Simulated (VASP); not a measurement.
A run of VASP 6.6.1 is set up as follows.

File INCAR:

```
PREC = Accurate
ENCUT = 520
EDIFF = 1E-7
ISMEAR = 0
SIGMA = 0.1
LREAL = F
LASPH = T
NELM = 80
ALGO = Normal
ISIF = 2
LWAVE = F
LCHARG = F
GGA = PS
NBANDS = 9
```

The input KPOINTS:

```
Automatic mesh
0
Gamma
  6 6 6
```

Contents of POSCAR:

```
Te
1.0
    0.0000000000      2.1104763859      3.7684651088
    2.0869316872      0.0000000000      3.7684651088
    2.0869316872      2.1104763859      0.0000000000
Te
1
Direct
    0.0000000000      0.0000000000      0.0000000000
```

Potentials or basis: VASP PAW PBE potentials, release 64 (Te).

Launch:

```console
$ cat potpaw_PBE.64/Te/POTCAR > POTCAR
$ mpirun -np 1 vasp_std > vasp.out
```

(1) Predict the pressure.

(2) Predict the band gap on the k mesh.

Answers

(1) 0.0 GPa.

(2) zero (bands 3 and 4 overlap by 4.99 eV).

Caveat: the k points lie up to 0.38 Å⁻¹ apart, too coarse for converged energies and pressures of a metal; the PAW data sets were made with another functional, which shifts forces and pressure a little; spin-orbit coupling is left out, which moves the levels of the heavy elements.
